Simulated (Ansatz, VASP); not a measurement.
# Ti2B in VASP and in Ansatz

Contents of INCAR:

```
SYSTEM = Ti2B
ALGO = Normal
EDIFF = 1E-6
ENCUT = 500
GGA = PE
GGA_COMPAT = .FALSE.
ISIF = 2
ISMEAR = 0
LASPH = .TRUE.
LCHARG = .FALSE.
LREAL = .FALSE.
LWAVE = .FALSE.
NBANDS = 20
NELM = 120
PREC = Accurate
SIGMA = 0.1
```

File KPOINTS:

```
k-points
0
G
  6 6 6
  0 0 0
```

The input POSCAR:

```
Ti2B
1.0
    0.0000000000      2.7226848600      2.7226848600
    2.7226848600      0.0000000000      2.7226848600
    2.7226848600      2.7226848600      0.0000000000
Ti B
2 1
Direct
    0.2500000000      0.2500000000      0.2500000000
    0.7500000000      0.7500000000      0.7500000000
    0.0000000000      0.0000000000      0.0000000000
```

Input for Ansatz:

```yaml
crystal:
  lattice:
    - [0.0, 2.72268486, 2.72268486]
    - [2.72268486, 0.0, 2.72268486]
    - [2.72268486, 2.72268486, 0.0]
  atoms:
    - { symbol: Ti, position: [0.25, 0.25, 0.25] }
    - { symbol: Ti, position: [0.75, 0.75, 0.75] }
    - { symbol: B, position: [0.0, 0.0, 0.0] }
basis:
  ecutwfc: 420
kpoints:
  mp_grid: { grid: [6, 6, 6] }
hamiltonian:
  xc: pbe
scf:
  occupations: { method: gaussian, width: 0.1 }
  lower_state_search: "off"
output:
  forces: true
  stress: true
  eigenvalues: true
```

Change from the starting cell: species swapped into the Al2Pd type (Fm-3m, No. 225).

Alike in both runs: task single point; functional PBE; k mesh 6 × 6 × 6; occupations gaussian, width 0.1 eV; no spin polarisation.

|  | VASP | Ansatz |
| --- | --- | --- |
| version | VASP 6.6.1 | Ansatz 0.2.0 |
| potentials or method | VASP PAW PBE potentials, release 64 (Ti_sv, B), cutoff 500 eV | scalar-relativistic, plane waves, PAW |
| valence electrons in the cell | 27 | 27 |

|  | VASP | Ansatz | Ansatz less VASP |
| --- | --- | --- | --- |
| gap on the k mesh at the Fermi level (eV) | none | none | - |
| pressure (GPa) | 0.8 | 0.9 | +0.09 |

A gap of «none» marks a metal or a gap that the smearing closes.
